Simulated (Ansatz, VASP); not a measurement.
## In3TeW in VASP and in Ansatz

INCAR

```
SYSTEM = In3TeW
ALGO = Normal
EDIFF = 1E-6
ENCUT = 500
GGA = PE
GGA_COMPAT = .FALSE.
ISIF = 2
ISMEAR = 0
LASPH = .TRUE.
LCHARG = .TRUE.
LELF = .TRUE.
LREAL = .FALSE.
LVHAR = .TRUE.
LWAVE = .FALSE.
NBANDS = 38
NELM = 120
PREC = Accurate
SIGMA = 0.1
```

Contents of KPOINTS:

```
k-points
0
G
  4 4 4
  0 0 0
```

POSCAR

```
In3TeW
1.0
    5.0223907000      0.0000000000      0.0000000000
    0.0000000000      5.0223907000      0.0000000000
    0.0000000000      0.0000000000      5.0223907000
In Te W
3 1 1
Direct
    0.5000000000      0.5000000000      0.0000000000
    0.0000000000      0.5000000000      0.5000000000
    0.5000000000      0.0000000000      0.5000000000
    0.0000000000      0.0000000000      0.0000000000
    0.5000000000      0.5000000000      0.5000000000
```

Input for Ansatz:

```yaml
crystal:
  lattice:
    - [5.0223907, 0.0, 0.0]
    - [0.0, 5.0223907, 0.0]
    - [0.0, 0.0, 5.0223907]
  atoms:
    - { symbol: In, position: [0.5, 0.5, 0.0] }
    - { symbol: In, position: [0.0, 0.5, 0.5] }
    - { symbol: In, position: [0.5, 0.0, 0.5] }
    - { symbol: Te, position: [0.0, 0.0, 0.0] }
    - { symbol: W, position: [0.5, 0.5, 0.5] }
basis:
  ecutwfc: 420
kpoints:
  mp_grid: { grid: [4, 4, 4] }
hamiltonian:
  xc: pbe
scf:
  occupations: { method: gaussian, width: 0.1 }
  lower_state_search: "off"
output:
  forces: true
  stress: true
  eigenvalues: true
```

Change from the starting cell: species swapped into the Ce3InC type (Pm-3m, No. 221).

Alike in both runs: task single point; functional PBE; k mesh 4 × 4 × 4; occupations gaussian, width 0.1 eV; no spin polarisation.

```csv
,VASP,Ansatz
version,VASP 6.6.1,Ansatz 0.2.0
potentials or method,"VASP PAW PBE potentials, release 64 (In_d, Te, W_sv), cutoff 500 eV","scalar-relativistic, plane waves, PAW"
valence electrons in the cell,59,69
```

|  | VASP | Ansatz | Ansatz less VASP |
| --- | --- | --- | --- |
| gap on the k mesh at the Fermi level (eV) | none | none | - |
| pressure (GPa) | 16.3 | 16.2 | -0.07 |

A gap of «none» marks a metal or a gap that the smearing closes. With one functional, cell and mesh, what is left measures potentials, basis and numerics. VASP's potentials hold 59 valence electrons a cell and Ansatz's 69, so a difference there can come from the potentials and not from the codes.

Neither program's run includes spin-orbit coupling.
